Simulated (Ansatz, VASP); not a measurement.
Given: the input of a run of VASP 6.6.1 on BN.

Contents of INCAR:

```
ALGO = Normal
EDIFF = 1E-6
ENCUT = 520
GGA = CA
ISIF = 2
ISMEAR = -1
LASPH = True
LCHARG = True
LELF = True
LREAL = False
LVHAR = True
LWAVE = False
NBANDS = 11
NELM = 100
PREC = Accurate
SIGMA = 0.05
```

The input KPOINTS:

```
k-points
0
Gamma
  13 13 9
```

The input POSCAR:

```
BN
1.0
    2.4912079273      0.0000000000      0.0000000000
   -1.2383433262      2.1616250238      0.0000000000
   -0.6264323005     -1.0808125118      3.0022538854
N B
1 1
Direct
    0.6685060000      0.3323850000      0.9849990000
    0.9796430000      0.9834990000      0.0018060000
```

Potentials or basis: VASP PAW LDA potentials, release 64 (N, B).

Launch:

```console
$ cat potpaw_LDA.64/N/POTCAR potpaw_LDA.64/B/POTCAR > POTCAR
$ mpirun -np 1 vasp_std > vasp.out
```

Q: Set up the same calculation for Ansatz 0.2.0. Potentials there: all-electron LAPW, scalar-relativistic.

A: As run (the cutoff follows the program's own potentials):

input.yaml

```yaml
crystal:
  lattice:
    - [2.4912079273, 0.0, 0.0]
    - [-1.2383433262, 2.1616250238, 0.0]
    - [-0.6264323005, -1.0808125118, 3.0022538854]
  atoms:
    - { symbol: "N", position: [0.668506, 0.332385, 0.984999] }
    - { symbol: B, position: [0.979643, 0.983499, 0.001806] }
kpoints:
  mp_grid: { grid: [13, 13, 9] }
scf:
  occupations: { method: fermi_dirac, width: 0.05 }
hamiltonian:
  xc: lda
  pseudopotentials: { kind: all_electron, lapw: { basis_error: 0.001 } }
output:
  forces: true
  stress: true
  eigenvalues: true
```

Potentials or basis: all-electron LAPW, scalar-relativistic.

Command:

```sh
$ ansatz run input.yaml --threads 1 --pin off --max-ram 3072MiB --backend cpu --events-out ev --progress --plain --runs-dir out
```

Both were run:

|  | VASP | Ansatz | Ansatz less VASP |
| --- | --- | --- | --- |
| gap on the k mesh at the Fermi level (eV) | 2.62 | 2.63 | +0.012 |
| least direct gap on the mesh (eV) | 4.44 | 4.45 | +0.007 |
| pressure (GPa) | 2.0 | 1.7 | -0.32 |
| traceless stress, the component that is largest in VASP (GPa) | -7.54 | -7.78 | -0.243 |
| rms of the force components (eV/Å) | 1.629 | 1.637 | +0.0075 |

LDA's correlation is that of Perdew and Zunger in VASP and of Perdew and Wang (1992) in Ansatz. Atom by atom the forces differ by 0.008 eV/Å (rms over components). Ansatz ran all-electron here, and VASP with PAW potentials.
